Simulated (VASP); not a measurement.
# Cl (Cmce) in VASP: notebook

The runs below take Cl through single point, with PBE.

All numbers are computed with VASP 6.6.1; they aren't measurements. Logs are shortened: lines on timing, memory, paths and dates and some standing lists are left out, and cuts for length are marked.

## Step 1: The cell of the first run

It takes space group Cmce (No. 64, orthorhombic). Conventional cell: a = 7.550 Å, b = 4.117 Å, c = 7.993 Å, α = 90.00°, β = 90.00°, γ = 90.00°. Within 2.6 Å of Cl (site symmetry m) lie 1 Cl at 1.94 Å.

## Step 2: Single point, PBE (31.06 Å³/atom)

Contents of INCAR:

```
SYSTEM = Cl
  PREC = Accurate
  ENCUT = 520
  EDIFF = 1E-6
  ISMEAR = -1
  SIGMA = 0.05
  LREAL = .False.
  LASPH = .True.
  NELM = 60
  ALGO = Normal
  ISIF = 2
  LWAVE = .False.
  LCHARG = .False.
  GGA = PE
  NBANDS = 22
```

Contents of KPOINTS:

```
Automatic mesh
0
Gamma
  7 7 4
  0 0 0
```

Contents of POSCAR:

```
Cl
1.0
    3.7750656627     -2.0585262501      0.0000000000
    3.7750656627      2.0585262501      0.0000000000
    0.0000000000      0.0000000000      7.9929587387
Cl
4
Direct
    0.8863233309      0.1136766691      0.1064141082
    0.6136766691      0.3863233309      0.6064141082
    0.1136766691      0.8863233309      0.8935858918
    0.3863233309      0.6136766691      0.3935858918
```

Potentials or basis: VASP PAW PBE potentials, release 64 (Cl).

Launch:

```console
$ cat potpaw_PBE.64/Cl/POTCAR > POTCAR
$ mpirun -np 1 vasp_std > vasp.out
```

OUTCAR:

```text
SYSTEM = Cl
   PREC = Accurate
   ENCUT = 520
   EDIFF = 1E-6
   ISMEAR = -1
   LREAL = .False.
   LASPH = .True.
   NELM = 60
   ISIF = 2
   GGA = PE

 ion  position               nearest neighbor table
   1  0.886  0.114  0.106-   3 1.94
   2  0.614  0.386  0.606-   4 1.94
   3  0.114  0.886  0.894-   1 1.94
   4  0.386  0.614  0.394-   2 1.94

  LATTYP: Found a base centered orthorhombic cell.
 ALAT       =     4.1170525002
 B/A-ratio  =     1.8338681193
 C/A-ratio  =     1.9414274504

  Lattice vectors:

 A1 = (  -3.7750656627,  -2.0585262501,   0.0000000000)
 A2 = (   3.7750656627,  -2.0585262501,   0.0000000000)
 A3 = (   0.0000000000,   0.0000000000,   7.9929587387)

Analysis of symmetry for initial positions (statically):
=====================================================================
 Subroutine PRICEL returns:
 Original cell was already a primitive cell.

 Routine SETGRP: Setting up the symmetry group for a
 base centered orthorhombic supercell.

 Subroutine GETGRP returns: Found  8 space group operations
 (whereof  4 operations were pure point group operations)
 out of a pool of  8 trial point group operations.

The static configuration has the point symmetry C_2h.
 The point group associated with its full space group is D_2h.

Analysis of symmetry for dynamics (positions and initial velocities):
=====================================================================
 Subroutine PRICEL returns:
 Original cell was already a primitive cell.

 Routine SETGRP: Setting up the symmetry group for a
 base centered orthorhombic supercell.

 Subroutine GETGRP returns: Found  8 space group operations
 (whereof  4 operations were pure point group operations)
 out of a pool of  8 trial point group operations.

The dynamic configuration has the point symmetry C_2h.
 The point group associated with its full space group is D_2h.

 Subroutine INISYM returns: Found  8 space group operations
 (whereof  4 operations are pure point group operations),
 and found     1 'primitive' translations

----------------------------------------------------------------------------------------

                                     Primitive cell

  volume of cell :     124.2277

  direct lattice vectors                    reciprocal lattice vectors
     3.775065663 -2.058526250  0.000000000     0.132448027 -0.242892215  0.000000000
     3.775065663  2.058526250  0.000000000     0.132448027  0.242892215  0.000000000
     0.000000000  0.000000000  7.992958739     0.000000000  0.000000000  0.125110117

  length of vectors
     4.299843146  4.299843146  7.992958739     0.276657022  0.276657022  0.125110117

  position of ions in fractional coordinates (direct lattice)
     0.886323331  0.113676669  0.106414108
     0.613676669  0.386323331  0.606414108
     0.113676669  0.886323331  0.893585892
     0.386323331  0.613676669  0.393585892

  ion indices of the primitive-cell ions
   primitive index   ion index
                 1           1
                 2           2
                 3           3
                 4           4

----------------------------------------------------------------------------------------

 KPOINTS: Automatic mesh

Automatic generation of k-mesh.
 Grid dimensions read from file:
 generate k-points for:    7    7    4

 Generating k-lattice:

  Cartesian coordinates                     Fractional coordinates (reciprocal lattice)
     0.018921147 -0.034698888  0.000000000     0.142857143 -0.000000000  0.000000000
     0.018921147  0.034698888  0.000000000    -0.000000000  0.142857143  0.000000000
     0.000000000  0.000000000  0.031277529     0.000000000  0.000000000  0.250000000

  Length of vectors
     0.039522432  0.039522432  0.031277529

  Shift w.r.t. Gamma in fractional coordinates (k-lattice)
     0.000000000  0.000000000  0.000000000

 Subroutine IBZKPT returns following result:
 ===========================================

 Found     48 irreducible k-points:

 Following reciprocal coordinates:
            Coordinates               Weight
  0.000000  0.000000  0.000000      1.000000
  0.142857 -0.000000  0.000000      4.000000
  0.285714 -0.000000  0.000000      4.000000
  0.428571  0.000000  0.000000      4.000000
  0.142857  0.142857  0.000000      2.000000
  0.285714  0.142857  0.000000      4.000000
[... 16 lines left out ...]
  0.428571  0.142857  0.250000      8.000000
 -0.428571  0.142857  0.250000      8.000000
 [... further k-points ...]
   k-points           NKPTS =     48   k-points in BZ     NKDIM =     48   number of bands    NBANDS=     22
   number of dos      NEDOS =    301   number of ions     NIONS =      4
   total plane-waves  NPLWV =  61440
   dimension x,y,z NGX =    32 NGY =   32 NGZ =   60
   dimension x,y,z NGXF=    64 NGYF=   64 NGZF=  120
   ions per type =               4
   NGX,Y,Z   is equivalent  to a cutoff of  12.37, 12.37, 12.48 a.u.
   NGXF,Y,Z  is equivalent  to a cutoff of  24.74, 24.74, 24.96 a.u.
 SYSTEM =  Cl
   PREC   = accura    normal or accurate (medium, high low for compatibility)
   ISTART =      0    job   : 0-new  1-cont  2-samecut
   ICHARG =      2    charge: 1-file 2-atom 10-const
   ISPIN  =      1    spin polarized calculation?
   LNONCOLLINEAR =      F non collinear calculations
   LSORBIT =      F    spin-orbit coupling
   LASPH  =      T    aspherical Exc in radial PAW
   ENCUT  =  520.0 eV  38.22 Ry    6.18 a.u.   7.99  7.99 14.86*2*pi/ulx,y,z
   NELM   =     60;   NELMIN=  2; NELMDL= -5     # of ELM steps
   EDIFF  = 0.1E-05   stopping-criterion for ELM
   LREAL  =      F    real-space projection
   EDIFFG = 0.1E-04   stopping-criterion for IOM
   NSW    =      0    number of steps for IOM
   IBRION =     -1    ionic relax: 0-MD 1-quasi-New 2-CG
   NFREE  =      0    steps in history (QN), initial steepest desc. (CG)
   ISIF   =      2    stress and relaxation
   ISYM   =      2    0-nonsym 1-usesym 2-fastsym
   POTIM  = 0.5000    time-step for ionic-motion
   TEBEG  =    0.0;   TEEND  =   0.0 temperature during run
   PSTRESS=    0.0 pullay stress
   NELECT =      28.0000    total number of electrons
   NUPDOWN=      -1.0000    fix difference up-down
   EMIN   =  10.00;   EMAX   =-10.00  energy-range for DOS
   EFERMI =   0.00;   METHOD = LEGACY
   ISMEAR =    -1;   SIGMA  =   0.05  broadening in eV -4-tet -1-fermi 0-gaus
   EFERMI_NEDOS =   21; number of points for ismear=-14 and -15
   IALGO  =     38    algorithm
   IMIX   =      4    mixing-type and parameters
     AMIX     =   0.40;   BMIX     =  1.00
     AMIX_MAG =   1.60;   BMIX_MAG =  1.00
  volume/ion in A,a.u.               =      31.06       209.58
  Fermi-wavevector in a.u.,A,eV,Ry     =   0.996295  1.882725 13.505197  0.992604
  Thomas-Fermi vector in A             =   2.128374
   LORBIT       =      0    0 simple, 1 ext, 2 COOP (PROOUT), +10 PAW based schemes
   GGA     = PE    functional components
   LHFCALC =     F    Hartree Fock is set to
   AEXX    =    0.0000 exact exchange contribution
   IVDW    =     0    specifies the selected vdW correction
   LEPSILON=     F    determine dielectric tensor
   LRPA    =     F    only Hartree local field effects (RPA)
 non-spin polarized calculation
  energy-cutoff  :      520.00
  volume of cell :      124.23
 maximum number of plane-waves:      3376
   NGX = 15   NGY = 15   NGZ = 29

 number of electron      28.0000001 magnetization

 Free energy of the ion-electron system (eV)
  ---------------------------------------------------
  ext. energy  EPLUGINS =         0.00000000
  ---------------------------------------------------
  free energy    TOTEN  =        -7.25346396 eV

  energy without entropy =       -7.25346396  energy(sigma->0) =       -7.25346396

 E-fermi :   0.3473     XC(G=0):  -7.3308

 val. band max:       -0.7916554766   @ k =   0.0000   0.0000   0.0000
 cond. band min:       2.0279071226   @ k =   0.0000   0.0000   0.0000
 fundamental gap:      2.8195625992
 Fermi energy:         0.3473339871

 k-point     1 :       0.0000    0.0000    0.0000
  band No.  band energies     occupation
      1     -18.1443      2.00000
      2     -17.8654      2.00000
      3     -13.6591      2.00000
      4     -12.7594      2.00000
      5      -6.7875      2.00000
      6      -5.4655      2.00000
[... 14 lines left out ...]
     21       9.6354      0.00000
     22       9.7986      0.00000

 k-point     2 :       0.1429   -0.0000    0.0000
  band No.  band energies     occupation
      1     -18.1132      2.00000
      2     -17.8603      2.00000
      3     -13.6197      2.00000
      4     -12.8137      2.00000
      5      -6.7729      2.00000
      6      -5.5694      2.00000
[... 14 lines left out ...]
     21       9.1675      0.00000
     22       9.6209      0.00000

 k-point     3 :       0.2857   -0.0000    0.0000
  band No.  band energies     occupation
      1     -18.0341      2.00000
      2     -17.8567      2.00000
      3     -13.5092      2.00000
      4     -12.9588      2.00000
      5      -6.7145      2.00000
      6      -5.8778      2.00000
[... 14 lines left out ...]
     21       9.3749      0.00000
     22       9.9226      0.00000

 k-point     4 :       0.4286    0.0000    0.0000
  band No.  band energies     occupation
      1     -17.9436      2.00000
      2     -17.8795      2.00000
      3     -13.3456      2.00000
      4     -13.1514      2.00000
      5      -6.5615      2.00000
      6      -6.2663      2.00000
[... 14 lines left out ...]
     21       9.6078      0.00000
     22      10.2897      0.00000

 k-point     5 :       0.1429    0.1429    0.0000
  band No.  band energies     occupation
      1     -18.1329      2.00000
      2     -17.8573      2.00000
      3     -13.6454      2.00000
      4     -12.7582      2.00000
      5      -6.7719      2.00000
      6      -5.4728      2.00000
[... 14 lines left out ...]
     21       9.2515      0.00000
     22       9.3609      0.00000

 k-point     6 :       0.2857    0.1429    0.0000
  band No.  band energies     occupation
      1     -18.0941      2.00000
      2     -17.8474      2.00000
      3     -13.5963      2.00000
      4     -12.8132      2.00000
      5      -6.7442      2.00000
      6      -5.5867      2.00000
[... 14 lines left out ...]
     21       8.8800      0.00000
     22       9.4195      0.00000

 k-point     7 :       0.4286    0.1429    0.0000
  band No.  band energies     occupation
      1     -18.0159      2.00000
      2     -17.8468      2.00000
      3     -13.4844      2.00000
      4     -12.9635      2.00000
      5      -6.6766      2.00000
      6      -5.9114      2.00000
[... 324 lines left out ...]
      6      -6.2246      2.00000
[... 14 lines left out ...]
     21       9.3352      0.00000
     22      10.2750      0.00000

 k-point    21 :       0.1429    0.1429    0.2500
  band No.  band energies     occupation
      1     -18.0963      2.00000
      2     -17.9020      2.00000
      3     -13.5218      2.00000
      4     -12.8971      2.00000
      5      -6.5986      2.00000
      6      -5.7040      2.00000
[... 14 lines left out ...]
     21       9.4382      0.00000
     22       9.6564      0.00000

 k-point    22 :       0.2857    0.1429    0.2500
  band No.  band energies     occupation
      1     -18.0610      2.00000
      2     -17.8870      2.00000
      3     -13.4866      2.00000
      4     -12.9347      2.00000
      5      -6.5866      2.00000
      6      -5.7780      2.00000
[... 14 lines left out ...]
     21       9.0397      0.00000
     22       9.6356      0.00000

 k-point    23 :       0.4286    0.1429    0.2500
  band No.  band energies     occupation
      1     -17.9925      2.00000
      2     -17.8730      2.00000
      3     -13.4109      2.00000
      4     -13.0432      2.00000
      5      -6.5471      2.00000
      6      -5.9791      2.00000
[... 14 lines left out ...]
     21       9.3080      0.00000
     22       9.5652      0.00000

 k-point    24 :      -0.4286    0.1429    0.2500
  band No.  band energies     occupation
      1     -17.9261      2.00000
      2     -17.8870      2.00000
      3     -13.3047      2.00000
      4     -13.1885      2.00000
      5      -6.4239      2.00000
      6      -6.2516      2.00000
[... 14 lines left out ...]
     21       9.5807      0.00000
     22       9.8218      0.00000

 [... further k-points ...]
[... 5 lines left out ...]
  --------------------------------------------------------------------------------------
  -------------------------------------------------------------------------------------
  Total        0.0722617      2.0501467      5.5103995      0.0000000      0.0000000      0.0000000
  in kB        0.9319662     26.4409482     71.0681786      0.0000000      0.0000000      0.0000000
  external PRESSURE =      32.8136977 kB  Pullay stress =       0.0000000 kB

 VOLUME and BASIS-vectors are now :
 -----------------------------------------------------------------------------
  energy-cutoff  :      520.00
  volume of cell :      124.23
      direct lattice vectors                 reciprocal lattice vectors
     3.775065663 -2.058526250  0.000000000     0.132448027 -0.242892215  0.000000000
     3.775065663  2.058526250  0.000000000     0.132448027  0.242892215  0.000000000
     0.000000000  0.000000000  7.992958739     0.000000000  0.000000000  0.125110117

 POSITION                                       TOTAL-FORCE (eV/Angst)
 -----------------------------------------------------------------------------------
      3.77507     -1.59051      0.85056         0.000000      0.740065      1.217422
      3.77507     -0.46801      4.84704         0.000000     -0.740065      1.217422
      3.77507      1.59051      7.14240         0.000000     -0.740065     -1.217422
      3.77507      0.46801      3.14592         0.000000      0.740065     -1.217422
 -----------------------------------------------------------------------------------
    total drift:                                0.000000     -0.000000      0.000000

  FREE ENERGIE OF THE ION-ELECTRON SYSTEM (eV)
  ---------------------------------------------------
  free  energy   TOTEN  =        -7.2534639624 eV

  energy  without entropy=       -7.2534639624  energy(sigma->0) =       -7.25346396
```

Wall time 2.4 min (1 thread of Oxide Virtual Turin-like, shared host); peak memory 0.23 GiB.

Results:

```yaml
Free_energy: -7.2535 eV
Pressure: 3.3 GPa
Largest_force: 1.425 eV/Å
Band_gap_on_the_k_mesh: 2.82 eV
```

Forces on the atoms (eV/Å):
```
Cl   0.000  0.740  1.217
Cl   0.000 -0.740  1.217
Cl   0.000 -0.740 -1.217
Cl   0.000  0.740 -1.217
```

Caveat: the stress differs along the axes, from 0 to 7 GPa; this functional lacks dispersion, which holds the molecules together, so the pressure and a relaxed volume are unreliable; forces of over 1 eV/Å act on the atoms, so gaps and moduli don't describe the material at rest. A k mesh can miss the band edges.

## Step 3: Single point, PBE (32.47 Å³/atom)

This run uses another cell than the first one, of 32.47 Å³/atom.

Contents of INCAR:

```
PREC = Accurate ; ENCUT = 520
EDIFF = 1E-6 ; ISMEAR = -1
SIGMA = 0.05 ; LREAL = F
LASPH = T ; NELM = 60
ALGO = Normal ; ISIF = 2
LWAVE = F ; LCHARG = F
GGA = PE ; NBANDS = 22
```

Contents of KPOINTS:

```
regular mesh
0
Gamma
  7 7 4
```

Contents of POSCAR:

```
Cl
1.0
    3.8314182344     -2.0892550528      0.0000000000
    3.8314182344      2.0892550528      0.0000000000
    0.0000000000      0.0000000000      8.1122742210
Cl
4
Direct
    0.8863233309      0.1136766691      0.1064141082
    0.6136766691      0.3863233309      0.6064141082
    0.1136766691      0.8863233309      0.8935858918
    0.3863233309      0.6136766691      0.3935858918
```

Potentials or basis: VASP PAW PBE potentials, release 64 (Cl).

Launch:

```console
$ cat potpaw_PBE.64/Cl/POTCAR > POTCAR
$ mpirun -np 1 vasp_std > vasp.out
```

Run time: 92 s. Hardware: 1 thread of Oxide Virtual Turin-like, shared host; peak memory 0.23 GiB.

The run converged. Its results:

```
Free energy            : -7.3443 eV
Pressure               : 1.8 GPa
Largest force          : 0.807 eV/Å
Band gap on the k mesh : 2.65 eV
```

Forces in eV/Å, atoms in the order of the input:
```
Cl   0.000  0.421  0.688
Cl   0.000 -0.421  0.688
Cl   0.000 -0.421 -0.688
Cl   0.000  0.421 -0.688
```

Stress tensor (GPa, compression positive):
```
0.03 0.00 0.00
0.00 1.47 0.00
0.00 0.00 3.94
```

Levels at points of the mesh, in eV from the valence-band top:
| k point | band 12 | band 13 | band 14 | band 15 | band 16 | band 17 |
| --- | --- | --- | --- | --- | --- | --- |
| (0.00, 0.00, 0.00) | -0.41 | -0.25 | 0.00 | 2.65 | 3.42 | 6.12 |
| (0.00, 0.00, 0.50) | -0.70 | -0.20 | -0.20 | 2.94 | 2.94 | 6.68 |

Caveat: this functional lacks dispersion, which holds the molecules together, so the pressure and a relaxed volume are unreliable.

## Step 4: Single point, PBE (33.88 Å³/atom)

This run uses another cell than the first one, of 33.88 Å³/atom.

Contents of INCAR:

```
SYSTEM = Cl
ALGO     = Normal         ! electronic algorithm
EDIFF    = 1E-6           ! SCF threshold, eV
ENCUT    = 520            ! plane-wave cutoff, eV
GGA      = PE             ! functional
ISIF     = 2              ! what is computed and relaxed
ISMEAR   = -1             ! smearing method
LASPH    = .True.         ! aspherical terms in the spheres
LCHARG   = .False.        ! write CHGCAR
LREAL    = .False.        ! projectors in reciprocal space
LWAVE    = .False.        ! write WAVECAR
NBANDS   = 22             ! bands
NELM     = 80             ! most SCF steps
PREC     = Accurate       ! precision mode
SIGMA    = 0.05           ! smearing width, eV
```

Contents of KPOINTS:

```
k-points
0
Gamma
  7 7 4
  0 0 0
```

Contents of POSCAR:

```
Cl
1.0
    3.8861601766     -2.1191055866      0.0000000000
    3.8861601766      2.1191055866      0.0000000000
    0.0000000000      0.0000000000      8.2281795122
Cl
4
Direct
    0.8863233309      0.1136766691      0.1064141082
    0.6136766691      0.3863233309      0.6064141082
    0.1136766691      0.8863233309      0.8935858918
    0.3863233309      0.6136766691      0.3935858918
```

Launch:

```console
$ cat potpaw_PBE.64/Cl/POTCAR > POTCAR
$ mpirun -np 1 vasp_std > vasp.out
```

Wall time 2.3 min (1 thread of Oxide Virtual Turin-like, shared host); peak memory 0.28 GiB.

Results (log left out):

* Free energy: -7.3886 eV
* Pressure: 0.6 GPa
* Largest force: 0.275 eV/Å
* Band gap on the k mesh: 2.49 eV

Forces on the atoms (eV/Å):
```
Cl   0.000  0.147  0.233
Cl   0.000 -0.147  0.233
Cl   0.000 -0.147 -0.233
Cl   0.000  0.147 -0.233
```

Stress tensor (GPa, compression positive):
```
-0.01  0.00  0.00
 0.00  0.53  0.00
 0.00  0.00  1.39
```

Levels at points of the mesh, in eV from the valence-band top:
| k point | band 10 | band 11 | band 12 | band 13 | band 14 | band 15 | band 16 | band 17 | band 18 | band 19 |
| --- | --- | --- | --- | --- | --- | --- | --- | --- | --- | --- |
| (0.00, 0.00, 0.00) | -2.63 | -0.86 | -0.38 | -0.23 | 0.00 | 2.49 | 3.25 | 6.16 | 6.96 | 8.82 |
| (0.00, 0.00, 0.50) | -2.63 | -0.64 | -0.64 | -0.18 | -0.18 | 2.80 | 2.80 | 6.71 | 6.71 | 9.35 |

Caveat: this functional lacks dispersion, which holds the molecules together, so the pressure and a relaxed volume are unreliable. A k mesh can miss the band edges.

## Step 5: Overview

```tsv
cell	gap on the mesh (eV)	pressure (GPa)	largest force (eV/Å)
a = 4.300, b = 4.300, c = 7.993 Å, angles 90.0, 90.0, 57.2°, 4 atoms	2.82	3.3	1.42
a = 4.364, b = 4.364, c = 8.112 Å, angles 90.0, 90.0, 57.2°, 4 atoms	2.65	1.8	0.81
a = 4.426, b = 4.426, c = 8.228 Å, angles 90.0, 90.0, 57.2°, 4 atoms	2.49	0.6	0.28
```

Alike in all rows: task single point; level PBE; potentials or basis VASP PAW PBE potentials, release 64 (Cl); no spin polarisation; k mesh 7 × 7 × 4; cutoff (eV) 520; smearing fermi-dirac 0.05 eV.

Caveats: this functional lacks dispersion, which holds the molecules together, so the pressure and a relaxed volume are unreliable; the stress differs along the axes, from 0 to 7 GPa (at least some runs); forces of over 1 eV/Å act on the atoms, so gaps and moduli don't describe the material at rest (at least some runs).

Total energies depend on the potentials used, so only differences within one code and one set of settings carry meaning.
